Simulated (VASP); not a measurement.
# B2P (R-3m) in VASP: a series of runs

B2P is run at these levels: PBE; tasks: single point, relaxation of cell and atoms.

Program: VASP 6.6.1. These are calculated values, not measurements. Logs are shortened: lines on timing, memory, paths and dates and some standing lists are left out, and cuts for length are marked.

## 1. The cell of the first run

Symmetry: R-3m, No. 166, trigonal system. The conventional cell has a = 3.016 Å, b = 3.016 Å, c = 11.846 Å, α = 90.00°, β = 90.00°, γ = 120.00°. Within 2.2 Å of B (site symmetry 3m) lie 1 B at 1.67 Å and 3 P at 2.08 Å. Within 2.8 Å of P (site symmetry -3m) lie 6 B at 2.08 Å.

## 2. Single point, PBE

File INCAR:

```
SYSTEM = B2P
  PREC = Accurate
  ENCUT = 520
  EDIFF = 1E-6
  ISMEAR = 0
  SIGMA = 0.1
  LREAL = .FALSE.
  LASPH = .TRUE.
  NELM = 60
  ALGO = Normal
  ISIF = 2
  LWAVE = .FALSE.
  LCHARG = .TRUE.
  GGA = PE
  LELF = .TRUE.
  LVHAR = .TRUE.
  NBANDS = 12
```

File KPOINTS:

```
Automatic mesh
0
G
  6 6 6
  0 0 0
```

File POSCAR:

```
B2P
1.0
    1.5078837637      0.8705770987      3.9485040614
   -1.5078837637      0.8705770987      3.9485040614
    0.0000000000     -1.7411541920      3.9485040625
B P
2 1
Direct
    0.4296575095      0.4296575095      0.4296575095
    0.5703424905      0.5703424905      0.5703424905
    0.0000000000      0.0000000000      0.0000000000
```

Potentials or basis: VASP PAW PBE potentials, release 64 (B, P).

Run with:

```console
$ cat potpaw_PBE.64/B/POTCAR potpaw_PBE.64/P/POTCAR > POTCAR
$ mpirun -np 1 vasp_std > vasp.out
```

OUTCAR:

```text
SYSTEM = B2P
   PREC = Accurate
   ENCUT = 520
   EDIFF = 1E-6
   ISMEAR = 0
   LREAL = .FALSE.
   LASPH = .TRUE.
   NELM = 60
   ISIF = 2
   GGA = PE

 ion  position               nearest neighbor table
   1  0.430  0.430  0.430-   2 1.67   3 2.08   3 2.08   3 2.08
   2  0.570  0.570  0.570-   1 1.67   3 2.08   3 2.08   3 2.08
   3  0.000  0.000  0.000-   2 2.08   2 2.08   1 2.08   1 2.08   2 2.08   1 2.08

  LATTYP: Found a trigonal (rhomboedric) cell.
 ALAT       =     4.3153565615
 COS(alpha) =     0.7558074814

  Lattice vectors:

 A1 = (   1.5078837637,   0.8705770987,   3.9485040614)
 A2 = (  -1.5078837637,   0.8705770987,   3.9485040614)
 A3 = (   0.0000000000,  -1.7411541920,   3.9485040625)

Analysis of symmetry for initial positions (statically):
=====================================================================
 Subroutine PRICEL returns:
 Original cell was already a primitive cell.

 Routine SETGRP: Setting up the symmetry group for a
 trigonal (rhombohedral) supercell.

 Subroutine GETGRP returns: Found 12 space group operations
 (whereof 12 operations were pure point group operations)
 out of a pool of 12 trial point group operations.

The static configuration has the point symmetry D_3d.

Analysis of symmetry for dynamics (positions and initial velocities):
=====================================================================
 Subroutine PRICEL returns:
 Original cell was already a primitive cell.

 Routine SETGRP: Setting up the symmetry group for a
 trigonal (rhombohedral) supercell.

 Subroutine GETGRP returns: Found 12 space group operations
 (whereof 12 operations were pure point group operations)
 out of a pool of 12 trial point group operations.

The dynamic configuration has the point symmetry D_3d.

 Subroutine INISYM returns: Found 12 space group operations
 (whereof 12 operations are pure point group operations),
 and found     1 'primitive' translations

----------------------------------------------------------------------------------------

                                     Primitive cell

  volume of cell :      31.0999

  direct lattice vectors                    reciprocal lattice vectors
     1.507883764  0.870577099  3.948504061     0.331590546  0.191443891  0.084420157
    -1.507883764  0.870577099  3.948504061    -0.331590546  0.191443891  0.084420157
     0.000000000 -1.741154192  3.948504063     0.000000000 -0.382887782  0.084420157

  length of vectors
     4.315356561  4.315356561  4.315356561     0.392083940  0.392083940  0.392083940

  position of ions in fractional coordinates (direct lattice)
     0.429657509  0.429657509  0.429657509
     0.570342491  0.570342491  0.570342491
     0.000000000  0.000000000  0.000000000

  ion indices of the primitive-cell ions
   primitive index   ion index
                 1           1
                 2           2
                 3           3

----------------------------------------------------------------------------------------

 KPOINTS: Automatic mesh

Automatic generation of k-mesh.
 Grid dimensions read from file:
 generate k-points for:    6    6    6

 Generating k-lattice:

  Cartesian coordinates                     Fractional coordinates (reciprocal lattice)
     0.055265091  0.031907315  0.014070026     0.166666667  0.000000000  0.000000000
    -0.055265091  0.031907315  0.014070026     0.000000000  0.166666667  0.000000000
     0.000000000 -0.063814630  0.014070026    -0.000000000 -0.000000000  0.166666667

  Length of vectors
     0.065347323  0.065347323  0.065347323

  Shift w.r.t. Gamma in fractional coordinates (k-lattice)
     0.000000000  0.000000000  0.000000000

 Subroutine IBZKPT returns following result:
 ===========================================

 Found     32 irreducible k-points:

 Following reciprocal coordinates:
            Coordinates               Weight
  0.000000  0.000000  0.000000      1.000000
  0.166667  0.000000  0.000000      6.000000
  0.333333  0.000000  0.000000      6.000000
  0.500000  0.000000  0.000000      3.000000
  0.166667  0.166667  0.000000      6.000000
  0.333333  0.166667  0.000000     12.000000
[... 16 lines left out ...]
  0.500000  0.500000  0.166667      6.000000
 -0.333333  0.500000  0.166667     12.000000
 [... further k-points ...]
   k-points           NKPTS =     32   k-points in BZ     NKDIM =     32   number of bands    NBANDS=     12
   number of dos      NEDOS =    301   number of ions     NIONS =      3
   total plane-waves  NPLWV =  32768
   dimension x,y,z NGX =    32 NGY =   32 NGZ =   32
   dimension x,y,z NGXF=    64 NGYF=   64 NGZF=   64
   ions per type =               2   1
   NGX,Y,Z   is equivalent  to a cutoff of  12.33, 12.33, 12.33 a.u.
   NGXF,Y,Z  is equivalent  to a cutoff of  24.66, 24.66, 24.66 a.u.
 SYSTEM =  B2P
   PREC   = accura    normal or accurate (medium, high low for compatibility)
   ISTART =      0    job   : 0-new  1-cont  2-samecut
   ICHARG =      2    charge: 1-file 2-atom 10-const
   ISPIN  =      1    spin polarized calculation?
   LNONCOLLINEAR =      F non collinear calculations
   LSORBIT =      F    spin-orbit coupling
   LASPH  =      T    aspherical Exc in radial PAW
   ENCUT  =  520.0 eV  38.22 Ry    6.18 a.u.   8.02  8.02  8.02*2*pi/ulx,y,z
   NELM   =     60;   NELMIN=  2; NELMDL= -5     # of ELM steps
   EDIFF  = 0.1E-05   stopping-criterion for ELM
   LREAL  =      F    real-space projection
   EDIFFG = 0.1E-04   stopping-criterion for IOM
   NSW    =      0    number of steps for IOM
   IBRION =     -1    ionic relax: 0-MD 1-quasi-New 2-CG
   NFREE  =      0    steps in history (QN), initial steepest desc. (CG)
   ISIF   =      2    stress and relaxation
   ISYM   =      2    0-nonsym 1-usesym 2-fastsym
   POTIM  = 0.5000    time-step for ionic-motion
   TEBEG  =    0.0;   TEEND  =   0.0 temperature during run
   PSTRESS=    0.0 pullay stress
   NELECT =      11.0000    total number of electrons
   NUPDOWN=      -1.0000    fix difference up-down
   EMIN   =  10.00;   EMAX   =-10.00  energy-range for DOS
   EFERMI =   0.00;   METHOD = LEGACY
   ISMEAR =     0;   SIGMA  =   0.10  broadening in eV -4-tet -1-fermi 0-gaus
   EFERMI_NEDOS =   21; number of points for ismear=-14 and -15
   IALGO  =     38    algorithm
   IMIX   =      4    mixing-type and parameters
     AMIX     =   0.40;   BMIX     =  1.00
     AMIX_MAG =   1.60;   BMIX_MAG =  1.00
  volume/ion in A,a.u.               =      10.37        69.96
  Fermi-wavevector in a.u.,A,eV,Ry     =   1.157762  2.187854 18.237434  1.340414
  Thomas-Fermi vector in A             =   2.294371
   LORBIT       =      0    0 simple, 1 ext, 2 COOP (PROOUT), +10 PAW based schemes
   GGA     = PE    functional components
   LHFCALC =     F    Hartree Fock is set to
   AEXX    =    0.0000 exact exchange contribution
   IVDW    =     0    specifies the selected vdW correction
   LEPSILON=     F    determine dielectric tensor
   LRPA    =     F    only Hartree local field effects (RPA)
 non-spin polarized calculation
 Gauss-broadening in eV      SIGMA  =   0.10
  energy-cutoff  :      520.00
  volume of cell :       31.10
 maximum number of plane-waves:       852
   NGX = 17   NGY = 17   NGZ = 17

 number of electron      11.0000000 magnetization

 Free energy of the ion-electron system (eV)
  ---------------------------------------------------
  ext. energy  EPLUGINS =         0.00000000
  ---------------------------------------------------
  free energy    TOTEN  =       -16.84606592 eV

  energy without entropy =      -16.83856562  energy(sigma->0) =      -16.84231577

 E-fermi :   6.9930     XC(G=0): -11.1727

 val. band max:        6.9767619873   @ k =  -0.3333   0.3333   0.1667
 cond. band min:       7.0979292666   @ k =   0.5000   0.5000   0.0000
 fundamental gap:      0.1211672794
 Fermi energy:         6.9929917324

 k-point     1 :       0.0000    0.0000    0.0000
  band No.  band energies     occupation
      1      -8.7941      2.00000
      2       0.2767      2.00000
      3       0.3974      2.00000
      4       7.2010      0.00326
      5       7.2010      0.00326
      6      10.2144      0.00000
      7      10.2144      0.00000
      8      13.1140      0.00000
      9      13.1140      0.00000
     10      13.8000      0.00000
     11      15.1525      0.00000
     12      17.7831      0.00000

 k-point     2 :       0.1667    0.0000    0.0000
  band No.  band energies     occupation
      1      -8.2456      2.00000
      2       0.0067      2.00000
      3       1.5066      2.00000
      4       4.3604      2.00000
      5       6.3420      2.00000
      6       8.6411      0.00000
      7       9.4593      0.00000
      8      11.4322      0.00000
      9      14.6938      0.00000
     10      15.0616      0.00000
     11      16.4600      0.00000
     12      17.0005      0.00000

 k-point     3 :       0.3333    0.0000    0.0000
  band No.  band energies     occupation
      1      -6.6315      2.00000
      2      -0.4011      2.00000
      3       1.1174      2.00000
      4       3.2263      2.00000
      5       5.2500      2.00000
      6       6.0080      2.00000
      7       8.2353      0.00000
      8       9.5104      0.00000
      9      13.2749      0.00000
     10      16.2751      0.00000
     11      17.9802      0.00000
     12      20.1930      0.00000

 k-point     4 :       0.5000    0.0000    0.0000
  band No.  band energies     occupation
      1      -4.6011      2.00000
      2      -3.0951      2.00000
      3       1.5778      2.00000
      4       4.0959      2.00000
      5       4.6743      2.00000
      6       4.8431      2.00000
      7       7.7410      0.00000
      8       8.6956      0.00000
      9      12.5335      0.00000
     10      15.0931      0.00000
     11      19.8865      0.00000
     12      21.1849      0.00000

 k-point     5 :       0.1667    0.1667    0.0000
  band No.  band energies     occupation
      1      -8.1991      2.00000
      2      -0.6539      2.00000
      3       2.2167      2.00000
      4       4.7669      2.00000
      5       5.8898      2.00000
      6       7.5775      0.00000
      7      10.8400      0.00000
      8      11.8496      0.00000
      9      13.8472      0.00000
     10      15.4301      0.00000
     11      16.5829      0.00000
     12      17.4672      0.00000
[... 228 lines left out ...]
      1      -4.6845      2.00000
      2      -1.8059      2.00000
      3      -0.1432      2.00000
      4       1.8185      2.00000
      5       4.3139      2.00000
      6       6.9768      1.18154
      7       7.8849      0.00000
      8      11.8455      0.00000
      9      14.1357      0.00000
     10      16.3423      0.00000
     11      17.4896      0.00000
     12      18.4773      0.00000

 k-point    22 :      -0.1667    0.3333    0.1667
  band No.  band energies     occupation
      1      -5.1423      2.00000
      2      -1.0859      2.00000
      3       0.9739      2.00000
      4       2.2589      2.00000
      5       2.5607      2.00000
      6       5.9630      2.00000
      7       7.6807      0.00000
      8      12.2858      0.00000
      9      14.4052      0.00000
     10      15.8397      0.00000
     11      18.4550      0.00000
     12      19.0895      0.00000

 k-point    23 :       0.5000    0.5000    0.1667
  band No.  band energies     occupation
      1      -6.1300      2.00000
      2      -1.7587      2.00000
      3       0.3017      2.00000
      4       3.8389      2.00000
      5       4.3823      2.00000
      6       7.1511      0.02535
      7      10.9686      0.00000
      8      11.2931      0.00000
      9      14.5275      0.00000
     10      15.2268      0.00000
     11      16.1916      0.00000
     12      17.6675      0.00000

 k-point    24 :      -0.3333    0.5000    0.1667
  band No.  band energies     occupation
      1      -4.6192      2.00000
      2      -1.4301      2.00000
      3      -0.5379      2.00000
      4       1.4930      2.00000
      5       3.5614      2.00000
      6       7.5066      0.00000
      7       9.0553      0.00000
      8      12.8369      0.00000
      9      14.2642      0.00000
     10      14.7366      0.00000
     11      16.8928      0.00000
     12      18.7279      0.00000

 [... further k-points ...]
[... 5 lines left out ...]
  --------------------------------------------------------------------------------------
  -------------------------------------------------------------------------------------
  Total       -0.0356455     -0.0356455     -0.0218930      0.0000000      0.0000000      0.0000000
  in kB       -1.8363555     -1.8363555     -1.1278664      0.0000000      0.0000000      0.0000000
  external PRESSURE =      -1.6001924 kB  Pullay stress =       0.0000000 kB

 VOLUME and BASIS-vectors are now :
 -----------------------------------------------------------------------------
  energy-cutoff  :      520.00
  volume of cell :       31.10
      direct lattice vectors                 reciprocal lattice vectors
     1.507883764  0.870577099  3.948504061     0.331590546  0.191443891  0.084420157
    -1.507883764  0.870577099  3.948504061    -0.331590546  0.191443891  0.084420157
     0.000000000 -1.741154192  3.948504063     0.000000000 -0.382887782  0.084420157

 POSITION                                       TOTAL-FORCE (eV/Angst)
 -----------------------------------------------------------------------------------
      0.00000      0.00000      5.08951         0.000000     -0.000000     -0.013335
      0.00000      0.00000      6.75600         0.000000      0.000000      0.013335
      0.00000      0.00000      0.00000        -0.000000     -0.000000     -0.000000
 -----------------------------------------------------------------------------------
    total drift:                               -0.000000     -0.000000      0.000000

  FREE ENERGIE OF THE ION-ELECTRON SYSTEM (eV)
  ---------------------------------------------------
  free  energy   TOTEN  =       -16.8460659249 eV

  energy  without entropy=      -16.8385656179  energy(sigma->0) =      -16.84231577
```

Wall time 15 s (1 thread of AMD EPYC 7R43 (Zen 3), shared host); peak memory 0.13 GiB.

Results:

- Free energy: -16.8461 eV
- Pressure: -0.2 GPa
- Largest force: 0.013 eV/Å

Forces in eV/Å, atoms in the order of the input:
```
B    0.000  0.000 -0.013
B    0.000  0.000  0.013
P    0.000  0.000  0.000
```

Caveat: the k points lie up to 0.41 Å⁻¹ apart.

## 3. Relaxation of cell and atoms, PBE

This run uses another cell than the first one, of 8.93 Å³/atom, 0.862 times its volume.

File INCAR:

```
SYSTEM = B2P
ALGO = Normal
EDIFF = 1E-6
EDIFFG = -0.04
ENCUT = 600
GGA = PE
IBRION = 2
ISIF = 3
ISMEAR = 0
LASPH = .True.
LCHARG = .False.
LREAL = .False.
LWAVE = .False.
NELM = 100
NSW = 90
PREC = Accurate
SIGMA = 0.1
```

File KPOINTS:

```
k-points
0
Gamma
  6 6 6
  0 0 0
```

File POSCAR:

```
B2P
1.0
    1.4448597500      0.8341901700      3.7054372000
   -1.4448597500      0.8341901700      3.7054372000
    0.0000000000     -1.6683803300      3.7054372000
B P
2 1
Direct
    0.4160641100      0.4160641100      0.4160641100
    0.5839358900      0.5839358900      0.5839358900
    0.0000000000      0.0000000000      0.0000000000
```

Potentials or basis: VASP PAW PBE potentials, release 64 (B, P).

Run with:

```console
$ cat potpaw_PBE.64/B/POTCAR potpaw_PBE.64/P/POTCAR > POTCAR
$ mpirun -np 1 vasp_std > vasp.out
```

Run time: 97 s. Hardware: 1 thread of AMD EPYC 7R43 (Zen 3), shared host; peak memory 0.15 GiB.

It converged, with:

```yaml
Free_energy: -16.8458 eV
Relaxed_volume: 10.36 Å³/atom
Relaxed_cell: a = 4.311 Å, b = 4.311 Å, c = 4.311 Å, α = 40.95°, β = 40.95°, γ = 40.95°
Space_group_after_relaxing_to_0.05_Å: R-3m (No. 166)
Energy_gained_by_relaxing: 414.1 meV/atom
Ionic_steps: 16
Pressure_after_relaxing: 0.0 GPa
Largest_force_after_relaxing: 0.011 eV/Å
```

Forces on the atoms (eV/Å):
```
B    0.000  0.000 -0.011
B    0.000  0.000  0.011
P    0.000  0.000  0.000
```

Stress tensor (GPa, compression positive):
```
-0.14  0.00  0.00
 0.00 -0.14  0.00
 0.00  0.00  0.40
```

Step by step:
```csv
step,energy change (eV),largest force (eV/Å),pressure (GPa),volume (Å³)
1,0.0000,4.6160,42.88,26.80
2,-0.4112,4.8062,-11.78,37.10
3,-1.2064,0.0902,-1.69,32.02
4,-1.2074,0.2158,-1.09,31.87
5,-1.2071,0.3069,-0.61,31.77
6,-1.2177,0.0692,0.19,31.52
7,-1.2165,0.8330,2.58,30.79
8,-1.2233,0.3192,1.29,31.19
9,-1.2282,0.2618,1.06,31.16
10,-1.2401,0.1940,0.48,31.04
11,-1.2181,0.1803,-0.19,30.78
12,-1.2410,0.2336,0.37,30.99
13,-1.2411,0.2253,0.39,31.00
14,-1.2422,0.0774,0.20,31.04
15,-1.2423,0.0139,0.12,31.06
16,-1.2423,0.0107,0.04,31.07
```

Final structure:
```yaml
crystal:
  lattice:
    - [1.50812, 0.87072, 3.94360]
    - [-1.50812, 0.87072, 3.94360]
    - [0.00000, -1.74143, 3.94360]
  atoms:
    - { symbol: B, position: [0.42963, 0.42963, 0.42963] }
    - { symbol: B, position: [0.57037, 0.57037, 0.57037] }
    - { symbol: P, position: [0.00000, 0.00000, 0.00000] }
```

Levels at points of the mesh, in eV from the Fermi level:
```tsv
k point	band 2	band 3	band 4	band 5	band 6	band 7	band 8	band 9
(0.00, 0.00, 0.00)	-6.70	-6.59	0.19	0.19	3.21	3.21	6.12	6.12
(0.50, 0.00, 0.00)	-10.10	-5.42	-2.89	-2.31	-2.16	0.74	1.70	5.55
(0.50, 0.50, 0.00)	-9.46	-6.48	-5.80	-3.14	0.11	3.56	4.07	6.73
(0.50, 0.50, 0.50)	-10.90	-0.83	0.99	0.99	1.13	1.13	6.10	8.15
```

Caveat: the k points lie up to 0.41 Å⁻¹ apart in the final cell; the volume moved by over 15 % at a fixed basis, so the end points are rough.
